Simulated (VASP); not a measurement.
Write the native input for VASP 6.6.1 that does the following.

- Task: single point
- Functional: PBE
- Potentials or basis: VASP PAW PBE potentials, release 64 (O, S, Mg)
- Cutoff: 520 eV
- k mesh: 10 × 10 × 10
- Occupations: fermi-dirac, width 0.02 eV
- Spin: no spin polarisation
- Dipole correction: no
- Further INCAR settings: ALGO = Normal; EDIFF = 1e-06; NBANDS = 16

The structure of Mg2SO lies in POSCAR:

```
Mg2SO
1.0
    1.6115140531      0.9304080724      5.5810405267
   -1.6115140531      0.9304080724      5.5810405267
    0.0000000000     -1.8608161447      5.5810405267
O S Mg
1 1 2
Direct
    1.0000000000      0.0000000000      0.0000000000
    0.5000000000      0.5000000000      0.5000000000
    0.2620368089      0.2620368089      0.2620368089
    0.7379631911      0.7379631911      0.7379631911
```

This cell differs from its parent crystal: epitaxial xy strain -3.5%.

One way to write it, as run:

INCAR

```
PREC = Accurate ; ENCUT = 520
EDIFF = 1E-6 ; ISMEAR = -1
SIGMA = 0.02 ; LREAL = False
LASPH = True ; NELM = 100
ALGO = Normal ; ISIF = 2
LWAVE = False ; LCHARG = False
GGA = PE ; NBANDS = 16
```

KPOINTS

```
regular mesh
0
Gamma
  10 10 10
```

Potentials or basis: VASP PAW PBE potentials, release 64 (O, S, Mg).

Launch:

```console
$ cat potpaw_PBE.64/O/POTCAR potpaw_PBE.64/S/POTCAR potpaw_PBE.64/Mg/POTCAR > POTCAR
$ mpirun -np 1 vasp_std > vasp.out
```

It gave:

```yaml
Pressure: 8.6 GPa
Largest_force: 0.014 eV/Å
Band_gap_on_the_k_mesh: 0.64 eV
```

Caveat: the cell differs from its parent crystal (epitaxial xy strain -3.5%); the cell stands under pressure.

It took 5 min on 1 thread of Intel(R) Xeon(R) Platinum 8488C (Sapphire Rapids) (shared host), peak memory 0.37 GiB.
